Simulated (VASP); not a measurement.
Runs of VASP 6.6.1 on Mo. The structure is that of space group Fddd (No. 70), or close to it. The cells are those of the table. 

```csv
cell,k mesh,gap on the mesh (eV),pressure (GPa),largest force (eV/Å)
"a = 2.931, b = 2.931, c = 4.526 Å, angles 97.2, 97.2, 127.9°, 2 atoms",16 × 16 × 8,none,13.4,-
"a = 2.890, b = 2.890, c = 4.462 Å, angles 97.2, 97.2, 127.9°, 2 atoms",16 × 16 × 8,none,28.5,0.01
"a = 2.971, b = 2.971, c = 4.588 Å, angles 97.2, 97.2, 127.9°, 2 atoms",23 × 23 × 12,none,1.1,-
"a = 2.847, b = 2.847, c = 4.397 Å, angles 97.2, 97.2, 127.9°, 2 atoms",16 × 16 × 8,none,(a),0.01
```

Alike in all rows: task single point; level LDA; potentials or basis VASP PAW LDA potentials, release 64 (Mo_sv); no spin polarisation; cutoff (eV) 520; smearing fermi-dirac 0.1 eV.

Question: Fill in the values left out.

Answer: (a) 47.0.

Caveats: the cell stands under pressure (at least some runs).

A k mesh can miss the band edges, and the runs leave out spin-orbit coupling on Mo.

A gap of «none» marks levels without a gap at the run's occupations.
